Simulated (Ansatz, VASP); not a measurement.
**CuP in VASP and in Ansatz**

```
CELL_PARAMETERS angstrom
0.00000 2.60099 2.60099
2.60099 0.00000 2.60099
2.60099 2.60099 0.00000
ATOMIC_POSITIONS crystal
Cu 0.00000 0.00000 0.00000
P 0.25000 0.25000 0.25000
```

Alike in both runs: functional PBE; k mesh 18 × 18 × 18; occupations gaussian, width 0.1 eV; no spin polarisation.

Ansatz relaxed the structure, and its values are those at the end. VASP's run is a single point on that final structure, the one shown.

|  | VASP | Ansatz |
| --- | --- | --- |
| version | VASP 6.6.1 | Ansatz 0.2.0 |
| potentials or method | VASP PAW PBE potentials, release 64 (Cu, P), cutoff 520 eV | scalar-relativistic, plane waves, PAW |
| valence electrons in the cell | 16 | 24 |

Ansatz gave:

```
gap on the k mesh at the Fermi level (eV) : none
pressure (GPa)                            : 0.0
```

Problem. What did VASP give for the same quantities?

Solution. gap on the k mesh at the Fermi level (eV): none; pressure (GPa): 0.3.

A gap of «none» marks a metal or a gap that the smearing closes. VASP's potentials hold 16 valence electrons a cell and Ansatz's 24, so a difference there can come from the potentials and not from the codes.
